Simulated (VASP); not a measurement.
# MgO (P6_3/mmc) in VASP: further runs

Runs on MgO. Level: PBE. Tasks: single point.

Program: VASP 6.6.1. These are calculated values, not measurements. Logs are shortened: lines on timing, memory, paths and dates and some standing lists are left out, and cuts for length are marked.

## Step 1: The cell of the first run

It takes space group P6_3/mmc (No. 194, hexagonal). Conventional cell: a = 3.711 Å, b = 3.711 Å, c = 4.123 Å, α = 90.00°, β = 90.00°, γ = 120.00°. Within 2.7 Å of Mg (site symmetry -6m2) lie 5 O at 2.06 to 2.14 Å. Within 2.7 Å of O (site symmetry -6m2) lie 5 Mg at 2.06 to 2.14 Å.

## Step 2: Single point, PBE (volume 12.292 Å^3 an atom, c/a of the conventional cell 1.1112)

The input, INCAR:

```
SYSTEM = MgO
ALGO = Normal ; EDIFF = 1E-6
ENCUT = 520 ; GGA = PE
ISIF = 2 ; ISMEAR = 0
LASPH = .TRUE. ; LCHARG = .FALSE.
LREAL = .FALSE. ; LWAVE = .FALSE.
NBANDS = 16 ; NELM = 60
PREC = Accurate ; SIGMA = 0.05
```

The input, KPOINTS:

```
k-points
0
G
  9 9 6
  0 0 0
```

The input, POSCAR:

```
MgO
1.0
    3.7106776307      0.0000000000      0.0000000000
   -1.8553388154      3.2135410934      0.0000000000
    0.0000000000      0.0000000000      4.1233049832
Mg O
2 2
Direct
    0.6666666667      0.3333333333      0.7500000000
    0.3333333333      0.6666666667      0.2500000000
    0.6666666667      0.3333333333      0.2500000000
    0.3333333333      0.6666666667      0.7500000000
```

Potentials or basis: VASP PAW PBE potentials, release 64 (Mg, O).

Run with:

```bash
> cat potpaw_PBE.64/Mg/POTCAR potpaw_PBE.64/O/POTCAR > POTCAR
> mpirun -np 1 vasp_std > vasp.out
```

OUTCAR:

```text
SYSTEM = MgO
   EDIFF = 1E-6
   ENCUT = 520
   GGA = PE
   ISIF = 2
   ISMEAR = 0
   LASPH = .TRUE.
   LREAL = .FALSE.
   NELM = 60
   PREC = Accurate

 ion  position               nearest neighbor table
   1  0.667  0.333  0.750-   3 2.06   3 2.06   4 2.14   4 2.14   4 2.14   2 2.97   2 2.97   2 2.97
                             2 2.97   2 2.97   2 2.97
   2  0.333  0.667  0.250-   4 2.06   4 2.06   3 2.14   3 2.14   3 2.14   1 2.97   1 2.97   1 2.97
                             1 2.97   1 2.97   1 2.97
   3  0.667  0.333  0.250-   1 2.06   1 2.06   2 2.14   2 2.14   2 2.14
   4  0.333  0.667  0.750-   2 2.06   2 2.06   1 2.14   1 2.14   1 2.14

  LATTYP: Found a hexagonal cell.
 ALAT       =     3.7106776307
 C/A-ratio  =     1.1112000000

  Lattice vectors:

 A1 = (   3.7106776307,   0.0000000000,   0.0000000000)
 A2 = (  -1.8553388154,   3.2135410934,   0.0000000000)
 A3 = (   0.0000000000,   0.0000000000,   4.1233049832)

Analysis of symmetry for initial positions (statically):
=====================================================================
 Subroutine PRICEL returns:
 Original cell was already a primitive cell.

 Routine SETGRP: Setting up the symmetry group for a
 hexagonal supercell.

 Subroutine GETGRP returns: Found 24 space group operations
 (whereof 12 operations were pure point group operations)
 out of a pool of 24 trial point group operations.

The static configuration has the point symmetry D_3d.
 The point group associated with its full space group is D_6h.

Analysis of symmetry for dynamics (positions and initial velocities):
=====================================================================
 Subroutine PRICEL returns:
 Original cell was already a primitive cell.

 Routine SETGRP: Setting up the symmetry group for a
 hexagonal supercell.

 Subroutine GETGRP returns: Found 24 space group operations
 (whereof 12 operations were pure point group operations)
 out of a pool of 24 trial point group operations.

The dynamic configuration has the point symmetry D_3d.
 The point group associated with its full space group is D_6h.

 Subroutine INISYM returns: Found 24 space group operations
 (whereof 12 operations are pure point group operations),
 and found     1 'primitive' translations

----------------------------------------------------------------------------------------

                                     Primitive cell

  volume of cell :      49.1680

  direct lattice vectors                    reciprocal lattice vectors
     3.710677631  0.000000000  0.000000000     0.269492556  0.155591600  0.000000000
    -1.855338815  3.213541093  0.000000000     0.000000000  0.311183200  0.000000000
     0.000000000  0.000000000  4.123304983     0.000000000  0.000000000  0.242523899

  length of vectors
     3.710677631  3.710677631  4.123304983     0.311183200  0.311183200  0.242523899

  position of ions in fractional coordinates (direct lattice)
     0.666666667  0.333333333  0.750000000
     0.333333333  0.666666667  0.250000000
     0.666666667  0.333333333  0.250000000
     0.333333333  0.666666667  0.750000000

  ion indices of the primitive-cell ions
   primitive index   ion index
                 1           1
                 2           2
                 3           3
                 4           4

----------------------------------------------------------------------------------------

 KPOINTS: k-points

Automatic generation of k-mesh.
 Grid dimensions read from file:
 generate k-points for:    9    9    6

 Generating k-lattice:

  Cartesian coordinates                     Fractional coordinates (reciprocal lattice)
     0.029943617  0.017287956  0.000000000     0.111111111  0.000000000  0.000000000
     0.000000000  0.034575911  0.000000000     0.000000000  0.111111111  0.000000000
     0.000000000  0.000000000  0.040420650     0.000000000  0.000000000  0.166666667

  Length of vectors
     0.034575911  0.034575911  0.040420650

  Shift w.r.t. Gamma in fractional coordinates (k-lattice)
     0.000000000  0.000000000  0.000000000

 Subroutine IBZKPT returns following result:
 ===========================================

 Found     48 irreducible k-points:

 Following reciprocal coordinates:
            Coordinates               Weight
  0.000000  0.000000  0.000000      1.000000
  0.111111  0.000000  0.000000      6.000000
  0.222222  0.000000  0.000000      6.000000
  0.333333  0.000000  0.000000      6.000000
  0.444444  0.000000  0.000000      6.000000
  0.111111  0.111111  0.000000      6.000000
[... 16 lines left out ...]
  0.333333  0.222222  0.166667     24.000000
  0.333333  0.333333  0.166667      4.000000
 [... further k-points ...]
   k-points           NKPTS =     48   k-points in BZ     NKDIM =     48   number of bands    NBANDS=     16
   number of dos      NEDOS =    301   number of ions     NIONS =      4
   total plane-waves  NPLWV =  25088
   dimension x,y,z NGX =    28 NGY =   28 NGZ =   32
   dimension x,y,z NGXF=    56 NGYF=   56 NGZF=   64
   ions per type =               2   2
   NGX,Y,Z   is equivalent  to a cutoff of  12.54, 12.54, 12.90 a.u.
   NGXF,Y,Z  is equivalent  to a cutoff of  25.09, 25.09, 25.80 a.u.
 SYSTEM =  MgO
   PREC   = accura    normal or accurate (medium, high low for compatibility)
   ISTART =      0    job   : 0-new  1-cont  2-samecut
   ICHARG =      2    charge: 1-file 2-atom 10-const
   ISPIN  =      1    spin polarized calculation?
   LNONCOLLINEAR =      F non collinear calculations
   LSORBIT =      F    spin-orbit coupling
   LASPH  =      T    aspherical Exc in radial PAW
   ENCUT  =  520.0 eV  38.22 Ry    6.18 a.u.   6.90  6.90  7.67*2*pi/ulx,y,z
   NELM   =     60;   NELMIN=  2; NELMDL= -5     # of ELM steps
   EDIFF  = 0.1E-05   stopping-criterion for ELM
   LREAL  =      F    real-space projection
   EDIFFG = 0.1E-04   stopping-criterion for IOM
   NSW    =      0    number of steps for IOM
   IBRION =     -1    ionic relax: 0-MD 1-quasi-New 2-CG
   NFREE  =      0    steps in history (QN), initial steepest desc. (CG)
   ISIF   =      2    stress and relaxation
   ISYM   =      2    0-nonsym 1-usesym 2-fastsym
   POTIM  = 0.5000    time-step for ionic-motion
   TEBEG  =    0.0;   TEEND  =   0.0 temperature during run
   PSTRESS=    0.0 pullay stress
   NELECT =      16.0000    total number of electrons
   NUPDOWN=      -1.0000    fix difference up-down
   EMIN   =  10.00;   EMAX   =-10.00  energy-range for DOS
   EFERMI =   0.00;   METHOD = LEGACY
   ISMEAR =     0;   SIGMA  =   0.05  broadening in eV -4-tet -1-fermi 0-gaus
   EFERMI_NEDOS =   21; number of points for ismear=-14 and -15
   IALGO  =     38    algorithm
   IMIX   =      4    mixing-type and parameters
     AMIX     =   0.40;   BMIX     =  1.00
     AMIX_MAG =   1.60;   BMIX_MAG =  1.00
  volume/ion in A,a.u.               =      12.29        82.95
  Fermi-wavevector in a.u.,A,eV,Ry     =   1.126040  2.127908 17.251739  1.267967
  Thomas-Fermi vector in A             =   2.262720
   LORBIT       =      0    0 simple, 1 ext, 2 COOP (PROOUT), +10 PAW based schemes
   GGA     = PE    functional components
   LHFCALC =     F    Hartree Fock is set to
   AEXX    =    0.0000 exact exchange contribution
   IVDW    =     0    specifies the selected vdW correction
   LEPSILON=     F    determine dielectric tensor
   LRPA    =     F    only Hartree local field effects (RPA)
 non-spin polarized calculation
 Gauss-broadening in eV      SIGMA  =   0.05
  energy-cutoff  :      520.00
  volume of cell :       49.17
 maximum number of plane-waves:      1335
 NGX is ok and might be reduce to    28
   NGX = 13   NGY = 13   NGZ = 15

 number of electron      16.0000010 magnetization

 Free energy of the ion-electron system (eV)
  ---------------------------------------------------
  ext. energy  EPLUGINS =         0.00000000
  ---------------------------------------------------
  free energy    TOTEN  =       -23.50631970 eV

  energy without entropy =      -23.50631970  energy(sigma->0) =      -23.50631970

 E-fermi :   1.4375     XC(G=0):  -9.5617

 val. band max:        1.1486745230   @ k =   0.0000   0.0000   0.0000
 cond. band min:       4.1814824319   @ k =   0.0000   0.0000   0.0000
 fundamental gap:      3.0328079089
 Fermi energy:         1.4375491656

 k-point     1 :       0.0000    0.0000    0.0000
  band No.  band energies     occupation
      1     -15.2134      2.00000
      2     -13.9896      2.00000
      3      -1.8462      2.00000
      4      -0.3518      2.00000
      5      -0.3518      2.00000
      6       0.6984      2.00000
[... 8 lines left out ...]
     15      15.6186      0.00000
     16      16.1516      0.00000

 k-point     2 :       0.1111    0.0000    0.0000
  band No.  band energies     occupation
      1     -15.1669      2.00000
      2     -14.0068      2.00000
      3      -1.7679      2.00000
      4      -0.4997      2.00000
      5      -0.4411      2.00000
      6       0.4214      2.00000
[... 8 lines left out ...]
     15      15.6740      0.00000
     16      15.7804      0.00000

 k-point     3 :       0.2222    0.0000    0.0000
  band No.  band energies     occupation
      1     -15.0380      2.00000
      2     -14.0605      2.00000
      3      -1.5441      2.00000
      4      -0.9486      2.00000
      5      -0.6313      2.00000
      6       0.0398      2.00000
[... 8 lines left out ...]
     15      14.8911      0.00000
     16      15.4599      0.00000

 k-point     4 :       0.3333    0.0000    0.0000
  band No.  band energies     occupation
      1     -14.8596      2.00000
      2     -14.1524      2.00000
      3      -1.4693      2.00000
      4      -1.2139      2.00000
      5      -0.8105      2.00000
      6      -0.1743      2.00000
[... 8 lines left out ...]
     15      14.2848      0.00000
     16      15.5094      0.00000
[... 324 lines left out ...]
 k-point    22 :       0.2222    0.2222    0.1667
  band No.  band energies     occupation
      1     -14.7100      2.00000
      2     -14.2295      2.00000
      3      -1.6062      2.00000
      4      -1.5981      2.00000
      5      -0.6772      2.00000
      6      -0.2348      2.00000
[... 8 lines left out ...]
     15      15.3602      0.00000
     16      15.9823      0.00000

 k-point    23 :       0.3333    0.2222    0.1667
  band No.  band energies     occupation
      1     -14.5657      2.00000
      2     -14.3253      2.00000
      3      -1.8533      2.00000
      4      -1.3838      2.00000
      5      -1.0101      2.00000
      6      -0.0252      2.00000
[... 8 lines left out ...]
     15      15.3066      0.00000
     16      16.0692      0.00000

 k-point    24 :       0.3333    0.3333    0.1667
  band No.  band energies     occupation
      1     -14.4372      2.00000
      2     -14.4372      2.00000
      3      -1.8362      2.00000
      4      -1.2755      2.00000
      5      -1.2755      2.00000
      6       0.2818      2.00000
[... 8 lines left out ...]
     15      15.2805      0.00000
     16      16.6415      0.00000

 [... further k-points ...]
[... 5 lines left out ...]
  --------------------------------------------------------------------------------------
  -------------------------------------------------------------------------------------
  Total       -3.0527643     -3.0527643     -0.4188991      0.0000000     -0.0000000      0.0000000
  in kB      -99.4766873    -99.4766873    -13.6501513      0.0000000     -0.0000000      0.0000000
  external PRESSURE =     -70.8678420 kB  Pullay stress =       0.0000000 kB

 VOLUME and BASIS-vectors are now :
 -----------------------------------------------------------------------------
  energy-cutoff  :      520.00
  volume of cell :       49.17
      direct lattice vectors                 reciprocal lattice vectors
     3.710677631  0.000000000  0.000000000     0.269492556  0.155591600  0.000000000
    -1.855338815  3.213541093  0.000000000     0.000000000  0.311183200  0.000000000
     0.000000000  0.000000000  4.123304983     0.000000000  0.000000000  0.242523899

 POSITION                                       TOTAL-FORCE (eV/Angst)
 -----------------------------------------------------------------------------------
      1.85534      1.07118      3.09248         0.000000      0.000000      0.000000
     -0.00000      2.14236      1.03083        -0.000000      0.000000      0.000000
      1.85534      1.07118      1.03083         0.000000      0.000000      0.000000
     -0.00000      2.14236      3.09248        -0.000000     -0.000000      0.000000
 -----------------------------------------------------------------------------------
    total drift:                               -0.000000      0.000000     -0.000000

  FREE ENERGIE OF THE ION-ELECTRON SYSTEM (eV)
  ---------------------------------------------------
  free  energy   TOTEN  =       -23.5063197027 eV

  energy  without entropy=      -23.5063197027  energy(sigma->0) =      -23.50631970
```

Run time: 17 s. Hardware: 1 thread of Intel Xeon Platinum 8559C (Emerald Rapids), shared host; peak memory 0.18 GiB.

Results:

* Free energy: -23.5063 eV
* Pressure: -7.1 GPa
* Band gap on the k mesh: 3.03 eV, direct

Stress tensor (GPa, compression positive):
```
-9.95  0.00  0.00
 0.00 -9.95  0.00
 0.00  0.00 -1.37
```

## Step 3: Single point, PBE (volume 12.292 Å^3 an atom, c/a of the conventional cell 1.1474)

The input, INCAR:

```
  PREC = Accurate
  ENCUT = 520
  EDIFF = 1E-6
  ISMEAR = 0
  SIGMA = 0.05
  LREAL = F
  LASPH = T
  NELM = 60
  ALGO = Normal
  ISIF = 2
  LWAVE = F
  LCHARG = T
  GGA = PE
  LELF = T
  LVHAR = T
  NBANDS = 16
```

The input, KPOINTS:

```
regular mesh
0
Gamma
  9 9 6
```

The input, POSCAR:

```
MgO
1.0
    3.6712364382      0.0000000000      0.0000000000
   -1.8356182191      3.1793840188      0.0000000000
    0.0000000000      0.0000000000      4.2123766892
Mg O
2 2
Direct
    0.6666666667      0.3333333333      0.7500000000
    0.3333333333      0.6666666667      0.2500000000
    0.6666666667      0.3333333333      0.2500000000
    0.3333333333      0.6666666667      0.7500000000
```

Potentials or basis: VASP PAW PBE potentials, release 64 (Mg, O).

Run with:

```bash
> cat potpaw_PBE.64/Mg/POTCAR potpaw_PBE.64/O/POTCAR > POTCAR
> mpirun -np 1 vasp_std > vasp.out
```

It took 22 s on 1 thread of Intel Xeon Platinum 8559C (Emerald Rapids), shared host; peak memory 0.18 GiB.

The run converged. Its results:

```
Free energy            : -23.5485 eV
Pressure               : -8.1 GPa
Band gap on the k mesh : 2.97 eV, direct
```

Stress tensor (GPa, compression positive):
```
-9.57  0.00  0.00
 0.00 -9.57  0.00
 0.00  0.00 -5.15
```

Levels at points of the mesh, in eV from the valence-band top:
```csv
k point,band 6,band 7,band 8,band 9,band 10,band 11
"(0.00, 0.00, 0.00)",-0.55,-0.55,0.00,2.97,8.83,11.62
"(0.00, 0.00, 0.50)",-1.04,-1.04,-1.04,6.00,6.00,11.97
```

## Step 4: Single point, PBE (volume 12.292 Å^3 an atom, c/a of the conventional cell 1.2234)

The input, INCAR:

```
PREC = Accurate
ENCUT = 520
EDIFF = 1E-7
ISMEAR = 0
SIGMA = 0.05
LREAL = False
LASPH = True
NELM = 100
ALGO = Normal
ISIF = 2
LWAVE = False
LCHARG = False
GGA = PE
NBANDS = 16
```

KPOINTS is that of step 3.

The input, POSCAR:

```
MgO
1.0
    3.5935840889      0.0000000000      0.0000000000
   -1.7967920445      3.1121351116      0.0000000000
    0.0000000000      0.0000000000      4.3963907744
Mg O
2 2
Direct
    0.6666666667      0.3333333333      0.7500000000
    0.3333333333      0.6666666667      0.2500000000
    0.6666666667      0.3333333333      0.2500000000
    0.3333333333      0.6666666667      0.7500000000
```

Run with:

```bash
> cat potpaw_PBE.64/Mg/POTCAR potpaw_PBE.64/O/POTCAR > POTCAR
> mpirun -np 1 vasp_std > vasp.out
```

Wall time 22 s (1 thread of Intel Xeon Platinum 8559C (Emerald Rapids), shared host); peak memory 0.18 GiB.

The run converged. Its results:

| Quantity | Value |
| --- | --- |
| Free energy | -23.5625 eV |
| Pressure | -8.7 GPa |
| Band gap on the k mesh | 2.85 eV, direct |

Stress tensor (GPa, compression positive):
```
 -8.09   0.00   0.00
  0.00  -8.09   0.00
  0.00   0.00 -10.02
```

Levels at points of the mesh, in eV from the valence-band top:
```csv
k point,band 4,band 5,band 6,band 7,band 8,band 9,band 10,band 11,band 12,band 13
"(0.00, 0.00, 0.00)",-1.53,-1.53,-0.73,-0.73,0.00,2.85,8.49,11.17,11.90,11.90
"(0.00, 0.00, 0.50)",-2.24,-1.14,-1.14,-1.14,-1.14,5.81,5.81,12.25,12.25,12.25
```

## Step 5: Summary

```tsv
cell	gap on the mesh (eV)	pressure (GPa)
a = 3.711, b = 3.711, c = 4.123 Å, angles 90.0, 90.0, 120.0°, 4 atoms	3.03	-7.1
a = 3.671, b = 3.671, c = 4.212 Å, angles 90.0, 90.0, 120.0°, 4 atoms	2.97	-8.1
a = 3.594, b = 3.594, c = 4.396 Å, angles 90.0, 90.0, 120.0°, 4 atoms	2.85	-8.7
```

Alike in all rows: task single point; level PBE; potentials or basis VASP PAW PBE potentials, release 64 (Mg, O); no spin polarisation; k mesh 9 × 9 × 6; cutoff (eV) 520; smearing gaussian 0.05 eV.

Absolute energies hang on the potentials; compare differences alone.
